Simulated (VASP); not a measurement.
A run of VASP 6.6.1 is set up as follows.

File INCAR:

```
ALGO = Normal
EDIFF = 1E-6
EDIFFG = -0.04
ENCUT = 600
GGA = PE
IBRION = 2
ISIF = 3
ISMEAR = 0
LASPH = True
LCHARG = False
LREAL = False
LWAVE = False
NELM = 100
NSW = 90
PREC = Accurate
SIGMA = 0.1
```

The input KPOINTS:

```
k-points
0
Gamma
  4 4 4
```

File POSCAR:

```
Mg3Se
1.0
    4.9646018600      0.0000000000      0.0000000000
    0.0000000000      4.9646018600      0.0000000000
    0.0000000000      0.0000000000      4.2871664400
Mg Se
3 1
Direct
    0.0000000000      0.5000000000      0.0000000000
    0.5000000000      0.0000000000      0.0000000000
    0.5000000000      0.5000000000      0.5000000000
    0.0000000000      0.0000000000      0.5000000000
```

Potentials or basis: VASP PAW PBE potentials, release 64 (Mg, Se).

The run is started by

```console
$ cat potpaw_PBE.64/Mg/POTCAR potpaw_PBE.64/Se/POTCAR > POTCAR
$ mpirun -np 1 vasp_std > vasp.out
```

Question: Estimate the relaxed cell.

Answer: a = 4.445 Å, b = 4.445 Å, c = 4.472 Å, α = 90.00°, β = 90.00°, γ = 90.00°.

Question: Predict the relaxed volume.

Answer: 22.09 Å³/atom.

Question: Predict the band gap on the k mesh.

Answer: Zero (band 6 reaches 4.27 eV, above the bottom of band 7 at 2.18 eV).

Question: Predict the space group after relaxing (to 0.05 Å).

Answer: Pm-3m (No. 221).

Stress tensor (GPa, compression positive):
```
 0.06  0.00  0.00
 0.00  0.06  0.00
 0.00  0.00 -0.05
```

Caveat: the k points lie up to 0.35 Å⁻¹ apart in the final cell; the volume moved by over 15 % at a fixed basis, so the end points are rough.
